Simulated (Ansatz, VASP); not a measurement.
One calculation of Sn2SeS3, two programs

```
Sn Se S
1.0
     3.59479    2.07546    3.42625
    -3.59479    2.07546    3.42625
     0.00000   -4.15091    3.42625
Sn Se S
2 1 3
Direct
  0.67263 0.67263 0.67263
  0.32737 0.32737 0.32737
  0.00000 0.00000 0.00000
  0.00000 0.50000 0.00000
  0.50000 0.00000 0.00000
  0.00000 0.00000 0.50000
```

Change from the starting cell: species swapped into the Y2Co3Si type (R-3m, No. 166).

Alike in both runs: functional PBE; k mesh 6 × 6 × 6; occupations gaussian, width 0.1 eV; no spin polarisation.

Ansatz relaxed the structure, and its values are those at the end. VASP's run is a single point on that final structure, the one shown.

|  | VASP | Ansatz |
| --- | --- | --- |
| version | VASP 6.6.1 | Ansatz 0.2.0 |
| potentials or method | VASP PAW PBE potentials, release 64 (Sn_d, Se, S), cutoff 520 eV | scalar-relativistic, plane waves, PAW |
| valence electrons in the cell | 52 | 62 |

|  | VASP | Ansatz | Ansatz less VASP |
| --- | --- | --- | --- |
| gap on the k mesh at the Fermi level (eV) | none | none | - |
| pressure (GPa) | 0.0 | 0.0 | +0.05 |

A gap of «none» marks a metal or a gap that the smearing closes. VASP's potentials hold 52 valence electrons a cell and Ansatz's 62, so a difference there can come from the potentials and not from the codes.
